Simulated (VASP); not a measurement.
A run of VASP 6.6.1:

File POSCAR:

```
MgI2
1.0
    4.2410152021      0.0000000000      0.0000000000
   -2.1205076010      3.6728318490      0.0000000000
    0.0000000000      0.0000000000      7.0478706739
Mg I
1 2
Direct
    0.0000000000      0.0000000000      0.0000000000
    0.3333333333      0.6666666667      0.2500000000
    0.6666666667      0.3333333333      0.7500000000
```

Contents of INCAR.step1:

```
SYSTEM = MgI2
ALGO = Normal
EDIFF = 1E-5
ENCUT = 660
GGA = PE
GGA_COMPAT = .False.
ISMEAR = 0
LASPH = .True.
LCHARG = .False.
LREAL = .False.
LWAVE = .True.
NBANDS = 15
NELM = 120
PREC = Accurate
SIGMA = 0.01
```

Contents of INCAR.step2:

```
SYSTEM = MgI2
ALGO = Normal
EDIFF = 1E-6
ENCUT = 660
GGA_COMPAT = .False.
ISIF = 2
ISMEAR = 0
ISTART = 1
LASPH = .True.
LCHARG = .True.
LELF = .True.
LMIXTAU = .True.
LREAL = .False.
LVHAR = .True.
LWAVE = .False.
METAGGA = R2SCAN
NBANDS = 15
NELM = 120
PREC = Accurate
SIGMA = 0.01
```

Contents of KPOINTS:

```
k-points
0
Gamma
  5 5 3
  0 0 0
```

Potentials or basis: VASP PAW PBE potentials, release 64 (Mg, I).

Run with:

```console
$ cat potpaw_PBE.64/Mg/POTCAR potpaw_PBE.64/I/POTCAR > POTCAR
$ cp INCAR.step1 INCAR
$ mpirun -np 1 vasp_std > vasp.out
$ cp INCAR.step2 INCAR
$ mpirun -np 1 vasp_std > vasp.out
```

Hardware: 1 thread of AMD EPYC 7R13 (shared host).

Task: How long does it take, and how much memory?

Result: Wall time 4.9 min on 1 thread of AMD EPYC 7R13, with other jobs on the host, peak memory 0.27 GiB. Counts: k points 12.
